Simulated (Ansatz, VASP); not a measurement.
## One calculation of MoS2, two programs

```xyz
3
Lattice="3.1201 0.0000 0.0000 -1.5600 2.7021 0.0000 0.0000 0.0000 30.0400" Properties=species:S:1:pos:R:3 pbc="T T T"
S     1.5600    0.9007    7.0070
S     1.5600    0.9007   10.1130
Mo    0.0000    1.8014    8.5600
```

Alike in both runs: functional LDA; k mesh 12 × 12 × 1; occupations gaussian, width 0.03 eV; no spin polarisation.

Ansatz relaxed the structure, and its values are those at the end. VASP's run is a single point on that final structure, the one shown.

|  | VASP | Ansatz |
| --- | --- | --- |
| version | VASP 6.6.1 | Ansatz 0.2.0 |
| potentials or method | VASP PAW LDA potentials, release 64 (S, Mo_sv), cutoff 400 eV | scalar-relativistic, plane waves, PAW |
| valence electrons in the cell | 26 | 26 |

VASP gave:

* gap on the k mesh at the Fermi level (eV): 1.87
* least direct gap on the mesh (eV): 1.87
* rms of the force components (eV/Å): 0.006

Problem. Estimate Ansatz's values.

Solution. gap on the k mesh at the Fermi level (eV): 1.86; least direct gap on the mesh (eV): 1.86; rms of the force components (eV/Å): 0.001.

Ansatz warns that its potentials were made for another functional, while VASP's fit it. LDA's correlation is that of Perdew and Zunger in VASP and of Perdew and Wang (1992) in Ansatz. Ansatz's warnings: slab cell height set, structure snapped to symmetry, xc potential rough in thin density.
